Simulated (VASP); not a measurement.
A run of VASP 6.6.1 is set up as follows.

Contents of INCAR:

```
  PREC = Accurate
  ENCUT = 520
  EDIFF = 1E-6
  ISMEAR = 0
  SIGMA = 0.1
  LREAL = F
  LASPH = T
  NELM = 80
  ALGO = Normal
  ISIF = 2
  LWAVE = F
  LCHARG = F
  LDIPOL = T
  IDIPOL = 3
  DIPOL = 0.5 0.5 0.500
  GGA = PS
  IBRION = 2
  NSW = 90
  EDIFFG = -0.03
```

File KPOINTS:

```
Automatic mesh
0
Gamma
  9 9 1
```

Contents of POSCAR:

```
Li
1.0
    3.0534023716      0.0000000000      0.0000000000
    0.0000000000      3.0534023716      0.0000000000
    0.0000000000      0.0000000000     23.4772445679
Li
4
Selective dynamics
Direct
    0.5000000000      0.5000000000      0.3620527092  F F F
    0.0000000000      0.0000000000      0.4540175697  F F F
    0.5000000000      0.5000000000      0.5459824303  T T T
    0.0000000000      0.0000000000      0.6379472908  T T T
```

Potentials or basis: VASP PAW PBE potentials, release 64 (Li_sv).

Launch:

```sh
$ cat potpaw_PBE.64/Li_sv/POTCAR > POTCAR
$ mpirun -np 1 vasp_std > vasp.out
```

Task: What does it give for the energy gained by relaxing?

Result: 0.2 meV/atom.

Task: Predict the band gap on the k mesh.

Result: Zero (band 6 reaches 0.28 eV, above the bottom of band 7 at -2.99 eV).

Final structure:
```xyz
4
Lattice="3.0534 0.0000 0.0000 0.0000 3.0534 0.0000 0.0000 0.0000 23.4772" Properties=species:S:1:pos:R:3 pbc="T T T"
Li    1.5267    1.5267    8.5000
Li    0.0000    0.0000   10.6591
Li    1.5267    1.5267   12.8391
Li    0.0000    0.0000   14.9853
```
